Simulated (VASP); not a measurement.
Write the native input for VASP 6.6.1 that does the following.

```
Task                   : single point
Functional             : PBE
Potentials or basis    : VASP PAW PBE potentials, release 64 (K_sv, Cl)
Cutoff                 : 520 eV
k mesh                 : 10 × 10 × 10
Occupations            : gaussian, width 0.05 eV
Spin                   : no spin polarisation
Dipole correction      : no
Further INCAR settings : ALGO = Normal; EDIFF = 1e-06; NBANDS = 15
```

The structure of KCl lies in POSCAR:

```
KCl
1.0
    0.0000000000      3.1907444516      3.1907444516
    3.1907444516      0.0000000000      3.1907444516
    3.1907444516      3.1907444516      0.0000000000
K Cl
1 1
Direct
    0.0000000000      0.0000000000      0.0000000000
    0.5000000000      0.5000000000      0.5000000000
```

One way to write it, as run:

INCAR

```
SYSTEM = KCl
PREC = Accurate
ENCUT = 520
EDIFF = 1E-6
ISMEAR = 0
SIGMA = 0.05
LREAL = .FALSE.
LASPH = .TRUE.
NELM = 60
ALGO = Normal
ISIF = 2
LWAVE = .FALSE.
LCHARG = .FALSE.
GGA = PE
NBANDS = 15
```

KPOINTS

```
Automatic mesh
0
G
  10 10 10
  0 0 0
```

Potentials or basis: VASP PAW PBE potentials, release 64 (K_sv, Cl).

Launch:

```sh
$ cat potpaw_PBE.64/K_sv/POTCAR potpaw_PBE.64/Cl/POTCAR > POTCAR
$ mpirun -np 1 vasp_std > vasp.out
```

It gave:

```yaml
Pressure: 0.0 GPa
Band_gap_on_the_k_mesh: 5.05 eV, direct
```

Wall time 50 s on 1 thread of AMD EPYC 9R45 (Zen 5), with other jobs on the host, peak memory 0.18 GiB.
